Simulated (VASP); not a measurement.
A run of VASP 6.6.1:

The input INCAR:

```
PREC = Accurate
ENCUT = 520
EDIFF = 1E-6
ISMEAR = -1
SIGMA = 0.1
LREAL = False
LASPH = True
NELM = 60
ALGO = Normal
ISIF = 2
LWAVE = False
LCHARG = False
GGA = B5
ALDAX = 1.0
AGGAX = 1.0
AGGAC = 1.0
ALDAC = 0.0
NBANDS = 13
```

The input KPOINTS:

```
Automatic mesh
0
Gamma
  14 14 14
```

POSCAR

```
Ge
1.0
    0.0000000000      2.2180938759      2.2180938759
    2.2180938759      0.0000000000      2.2180938759
    2.2180938759      2.2180938759      0.0000000000
Ge
1
Direct
    0.0000000000      0.0000000000      0.0000000000
```

Potentials or basis: VASP PAW PBE potentials, release 64 (Ge_d).

Launch:

```bash
$ cat potpaw_PBE.64/Ge_d/POTCAR > POTCAR
$ mpirun -np 1 vasp_std > vasp.out
```

Hardware: 1 thread of Intel(R) Xeon(R) Platinum 8259CL CPU @ 2.50GHz (Skylake/Cascade Lake), on a shared host.

**Question.** How long does it take, and how much memory?

**Answer.** Run time: 19 s on 1 thread of Intel(R) Xeon(R) Platinum 8259CL CPU @ 2.50GHz (Skylake/Cascade Lake) (shared host), peak memory 0.15 GiB. Counts: scf iterations 10, k points 104.
